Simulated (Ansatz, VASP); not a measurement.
Two plane-wave programs on BaO

```
CELL_PARAMETERS angstrom
0.00000 2.79039 2.79039
2.79039 0.00000 2.79039
2.79039 2.79039 0.00000
ATOMIC_POSITIONS crystal
Ba 0.00000 0.00000 0.00000
O 0.50000 0.50000 0.50000
```

Alike in both runs: task single point; functional PBE; k mesh 6 × 6 × 6; occupations gaussian, width 0.1 eV; no spin polarisation.

```csv
,VASP,Ansatz
version,VASP 6.6.1,Ansatz 0.2.0
potentials or method,"VASP PAW PBE potentials, release 64 (Ba_sv, O_h), cutoff 1340 eV","scalar-relativistic, plane waves, PAW"
valence electrons in the cell,16,16
```

```csv
,VASP,Ansatz,Ansatz less VASP
gap on the k mesh at the Fermi level (eV),2.05,2.11,+0.062
least direct gap on the mesh (eV),2.05,2.11,+0.062
pressure (GPa),1.2,-0.3,-1.48
```

Spin-orbit coupling is off throughout.
